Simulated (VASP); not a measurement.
# TiN (rocksalt type) (Fm-3m) in VASP: notebook, part 2 of 2

VASP 6.6.1.

## 4. Electric field gradients, PBE

This run uses another cell than the first one, of 9.57 Å³/atom, 1.063 times its volume.

INCAR

```
SYSTEM = TiN
ALGO = Normal ; EDIFF = 1E-8
ENCUT = 520 ; GGA = PE
ISIF = 2 ; ISMEAR = -1
LASPH = .TRUE. ; LCHARG = .FALSE.
LEFG = .TRUE. ; LREAL = .FALSE.
LWAVE = .FALSE. ; NBANDS = 16
NELM = 80 ; PREC = Accurate
SIGMA = 0.03
```

KPOINTS

```
k-points
0
G
  16 16 16
  0 0 0
```

POSCAR

```
TiN
1.0
    0.0000000000      2.1234402709      2.1234402709
    2.1234402709      0.0000000000      2.1234402709
    2.1234402709      2.1234402709      0.0000000000
Ti N
1 1
Direct
    0.0000000000      0.0000000000      0.0000000000
    0.5000000000      0.5000000000      0.5000000000
```

Potentials or basis: VASP PAW PBE potentials, release 64 (Ti_sv, N).

On the command line:

```sh
cat potpaw_PBE.64/Ti_sv/POTCAR potpaw_PBE.64/N/POTCAR > POTCAR
mpirun -np 1 vasp_std > vasp.out
```

OUTCAR:

```text
SYSTEM = TiN
   EDIFF = 1E-8
   ENCUT = 520
   GGA = PE
   ISIF = 2
   ISMEAR = -1
   LASPH = .TRUE.
   LREAL = .FALSE.
   NELM = 80
   PREC = Accurate

 ion  position               nearest neighbor table
   1  0.000  0.000  0.000-   2 2.12   2 2.12   2 2.12   2 2.12   2 2.12   2 2.12
   2  0.500  0.500  0.500-   1 2.12   1 2.12   1 2.12   1 2.12   1 2.12   1 2.12

  LATTYP: Found a face centered cubic cell.
 ALAT       =     4.2468805418

  Lattice vectors:

 A1 = (   0.0000000000,   2.1234402709,   2.1234402709)
[... 668 lines left out ...]
  ---------------------------------------------------
  free  energy   TOTEN  =       -19.6379374877 eV

  energy  without entropy=      -19.6344653648  energy(sigma->0) =      -19.63620143

 Electric field gradients (V/A^2)
---------------------------------------------------------------------
 ion       V_xx      V_yy      V_zz      V_xy      V_xz      V_yz
---------------------------------------------------------------------
   1       0.000     0.000     0.000     0.001     0.001     0.001
   2       0.000    -0.000    -0.000    -0.001    -0.001    -0.001
---------------------------------------------------------------------

 Electric field gradients after diagonalization (V/A^2)
 (convention: |V_zz| > |V_xx| > |V_yy|)
----------------------------------------------------------------------
 ion       V_xx      V_yy      V_zz     asymmetry (V_yy - V_xx)/ V_zz
----------------------------------------------------------------------
   1      -0.001    -0.001     0.002       0.000
   2       0.001     0.001    -0.001       0.000
----------------------------------------------------------------------

           NMR quadrupolar parameters

 Cq : quadrupolar parameter    Cq=e*Q*V_zz/h
 eta: asymmetry parameters     (V_yy - V_xx)/ V_zz
 Q  : nuclear electric quadrupole moment in mb (millibarn)
----------------------------------------------------------------------
 ion       Cq(MHz)       eta       Q (mb)
----------------------------------------------------------------------
   1       0.000       0.000       1.000
   2      -0.000       0.000       1.000
----------------------------------------------------------------------
```

stdout:

```text
POSCAR found type information on POSCAR TiN
 POSCAR found :  2 types and       2 ions
 scaLAPACK will be used
 LDA part: xc-table for (Slater+PW92), standard interpolation
 POSCAR, INCAR and KPOINTS ok, starting setup
 FFT: planning ... GRIDC
 FFT: planning ... GRID_SOFT
 FFT: planning ... GRID
 WAVECAR not read
 entering main loop
ion   1

ion   2
```

Wall time 19 s (1 thread of Intel Xeon 6975P-C (Granite Rapids), shared host); peak memory 0.16 GiB.

What came out:

```
Free energy : -19.6379 eV
Pressure    : 0.5 GPa
```

Levels at points of the mesh, in eV from the Fermi level:
```csv
k point,band 6,band 7,band 8,band 9,band 10,band 11,band 12,band 13
"(0.00, 0.00, 0.00)",-2.05,-2.05,-2.05,-0.62,-0.62,-0.62,0.56,0.56
"(0.50, 0.00, 0.00)",-8.07,-5.47,-5.47,1.66,1.66,2.33,5.69,5.69
"(0.50, 0.50, 0.00)",-5.83,-3.24,-3.24,-3.06,1.62,2.35,2.35,3.56
```

Caveat: without QUAD_EFG the Cq values of the log hold for a quadrupole moment of 1 mb, not for the nuclei.

## 5. Electric field gradients, PBE (volume scaled by 1.03)

INCAR

```
SYSTEM = TiN
  PREC = Accurate
  ENCUT = 520
  EDIFF = 1E-8
  ISMEAR = -1
  SIGMA = 0.03
  LREAL = .False.
  LASPH = .True.
  NELM = 60
  ALGO = Normal
  ISIF = 2
  LWAVE = .False.
  LCHARG = .False.
  GGA = PE
  LEFG = .True.
  NBANDS = 16
```

KPOINTS

```
regular mesh
0
Gamma
  16 16 16
  0 0 0
```

POSCAR

```
TiN
1.0
    0.0000000000      2.1444657994      2.1444657994
    2.1444657994      0.0000000000      2.1444657994
    2.1444657994      2.1444657994      0.0000000000
Ti N
1 1
Direct
    0.0000000000      0.0000000000      0.0000000000
    0.5000000000      0.5000000000      0.5000000000
```

Potentials or basis: VASP PAW PBE potentials, release 64 (Ti_sv, N).

On the command line:

```sh
cat potpaw_PBE.64/Ti_sv/POTCAR potpaw_PBE.64/N/POTCAR > POTCAR
mpirun -np 1 vasp_std > vasp.out
```

OUTCAR:

```text
SYSTEM = TiN
   PREC = Accurate
   ENCUT = 520
   EDIFF = 1E-8
   ISMEAR = -1
   LREAL = .False.
   LASPH = .True.
   NELM = 60
   ISIF = 2
   GGA = PE

 ion  position               nearest neighbor table
   1  0.000  0.000  0.000-   2 2.14   2 2.14   2 2.14   2 2.14   2 2.14   2 2.14
   2  0.500  0.500  0.500-   1 2.14   1 2.14   1 2.14   1 2.14   1 2.14   1 2.14

  LATTYP: Found a face centered cubic cell.
 ALAT       =     4.2889315988

  Lattice vectors:

 A1 = (   0.0000000000,   2.1444657994,   2.1444657994)
 A2 = (   2.1444657994,   0.0000000000,   2.1444657994)
 A3 = (   2.1444657994,   2.1444657994,   0.0000000000)

Analysis of symmetry for initial positions (statically):
=====================================================================
 Subroutine PRICEL returns:
 Original cell was already a primitive cell.

 Routine SETGRP: Setting up the symmetry group for a
 face centered cubic supercell.

 Subroutine GETGRP returns: Found 48 space group operations
 (whereof 48 operations were pure point group operations)
 out of a pool of 48 trial point group operations.

The static configuration has the point symmetry O_h .

Analysis of symmetry for dynamics (positions and initial velocities):
=====================================================================
 Subroutine PRICEL returns:
 Original cell was already a primitive cell.

 Routine SETGRP: Setting up the symmetry group for a
 face centered cubic supercell.

 Subroutine GETGRP returns: Found 48 space group operations
 (whereof 48 operations were pure point group operations)
 out of a pool of 48 trial point group operations.

[... 159 lines left out ...]
      4     -22.9213      2.00000
      5      -5.8931      2.00000
      6       9.0041      2.00000
[... 433 lines left out ...]
      3     -22.9353      2.00000
      4     -22.9224      2.00000
      5      -5.7048      2.00000
      6       7.9636      2.00000
[... 8 lines left out ...]
     15      24.1607      0.00000
     16      29.5994      0.00000

 [... further k-points ...]

------------------------ aborting loop because EDIFF is reached ----------------------------------------

  FORCE on cell =-STRESS in cart. coord.  units (eV):
  Direction    XX          YY          ZZ          XY          YZ          ZX
  --------------------------------------------------------------------------------------
  -------------------------------------------------------------------------------------
  Total       -0.8927566     -0.8927566     -0.8927566     -0.0000000      0.0000000      0.0000000
  in kB      -72.5197446    -72.5197446    -72.5197446     -0.0000000      0.0000000      0.0000000
  external PRESSURE =     -72.5197446 kB  Pullay stress =       0.0000000 kB

 VOLUME and BASIS-vectors are now :
 -----------------------------------------------------------------------------
  energy-cutoff  :      520.00
  volume of cell :       19.72
      direct lattice vectors                 reciprocal lattice vectors
     0.000000000  2.144465799  2.144465799    -0.233158300  0.233158300  0.233158300
     2.144465799  0.000000000  2.144465799     0.233158300 -0.233158300  0.233158300
     2.144465799  2.144465799  0.000000000     0.233158300  0.233158300 -0.233158300

 POSITION                                       TOTAL-FORCE (eV/Angst)
 -----------------------------------------------------------------------------------
      0.00000      0.00000      0.00000         0.000000     -0.000000      0.000000
      2.14447      2.14447      2.14447         0.000000      0.000000      0.000000
 -----------------------------------------------------------------------------------
    total drift:                                0.000000     -0.000000     -0.000000

  FREE ENERGIE OF THE ION-ELECTRON SYSTEM (eV)
  ---------------------------------------------------
  free  energy   TOTEN  =       -19.6259413445 eV

  energy  without entropy=      -19.6224132722  energy(sigma->0) =      -19.62417731

 Electric field gradients (V/A^2)
---------------------------------------------------------------------
 ion       V_xx      V_yy      V_zz      V_xy      V_xz      V_yz
---------------------------------------------------------------------
   1       0.000     0.000     0.000     0.001     0.001     0.001
   2      -0.000    -0.000    -0.000    -0.000    -0.000    -0.000
---------------------------------------------------------------------

 Electric field gradients after diagonalization (V/A^2)
 (convention: |V_zz| > |V_xx| > |V_yy|)
----------------------------------------------------------------------
 ion       V_xx      V_yy      V_zz     asymmetry (V_yy - V_xx)/ V_zz
----------------------------------------------------------------------
   1      -0.001    -0.001     0.002       0.000
   2       0.000     0.000    -0.001       0.000
----------------------------------------------------------------------

           NMR quadrupolar parameters

 Cq : quadrupolar parameter    Cq=e*Q*V_zz/h
 eta: asymmetry parameters     (V_yy - V_xx)/ V_zz
 Q  : nuclear electric quadrupole moment in mb (millibarn)
----------------------------------------------------------------------
 ion       Cq(MHz)       eta       Q (mb)
----------------------------------------------------------------------
   1       0.000       0.000       1.000
   2      -0.000       0.000       1.000
----------------------------------------------------------------------
```

OSZICAR:

```text
N       E                     dE             d eps       ncg     rms          rms(c)
DAV:   1     0.133121236465E+03    0.13312E+03   -0.82745E+03  4688   0.125E+03
DAV:   2    -0.168221097523E+02   -0.14994E+03   -0.14030E+03  5040   0.345E+02
DAV:   3    -0.246610993662E+02   -0.78390E+01   -0.77623E+01  6112   0.822E+01
[... 11 lines left out ...]
DAV:  15    -0.196259414995E+02    0.80841E-07   -0.14251E-06  6368   0.158E-02    0.460E-03
DAV:  16    -0.196259413531E+02    0.14645E-06   -0.40204E-07  6024   0.996E-03    0.109E-03
DAV:  17    -0.196259413288E+02    0.24247E-07   -0.27785E-08  4848   0.116E-03    0.580E-04
DAV:  18    -0.196259413427E+02   -0.13892E-07   -0.38491E-09  3216   0.640E-04    0.222E-05
DAV:  19    -0.196259413445E+02   -0.17312E-08   -0.31406E-10  2528   0.203E-04
   1 F= -.19625941E+02 E0= -.19624177E+02  d E =-.352807E-02
```

It took 19 s on 1 thread of Intel Xeon 6975P-C (Granite Rapids), shared host; peak memory 0.17 GiB.

Results:

- Free energy: -19.6259 eV
- Pressure: -7.3 GPa

Levels at points of the mesh, in eV from the Fermi level:
| k point | band 6 | band 7 | band 8 | band 9 | band 10 | band 11 | band 12 | band 13 |
| --- | --- | --- | --- | --- | --- | --- | --- | --- |
| (0.00, 0.00, 0.00) | -2.01 | -2.01 | -2.01 | -0.60 | -0.60 | -0.60 | 0.54 | 0.54 |
| (0.50, 0.00, 0.00) | -7.88 | -5.31 | -5.31 | 1.58 | 1.58 | 2.22 | 5.46 | 5.46 |
| (0.50, 0.50, 0.00) | -5.75 | -3.19 | -3.19 | -2.93 | 1.54 | 2.24 | 2.24 | 3.35 |

Caveat: the cell differs from its parent crystal (volume scaled by 1.03); without QUAD_EFG the Cq values of the log hold for a quadrupole moment of 1 mb, not for the nuclei.

## 6. Overview

| cell | gap on the mesh (eV) | pressure (GPa) |
| --- | --- | --- |
| a = 2.942 Å, angles 60.0°, 2 atoms | none | 19.9 |
| a = 2.973 Å, angles 60.0°, 2 atoms | none | 9.5 |
| a = 3.003 Å, angles 60.0°, 2 atoms | none | 0.5 |
| a = 3.033 Å, angles 60.0°, 2 atoms | none | -7.3 |

Alike in all rows: task electric field gradients; level PBE; potentials or basis VASP PAW PBE potentials, release 64 (Ti_sv, N); no spin polarisation; k mesh 16 × 16 × 16; cutoff (eV) 520; smearing fermi-dirac 0.03 eV.

Total energies depend on the potentials used, so only differences within one code and one set of settings carry meaning.
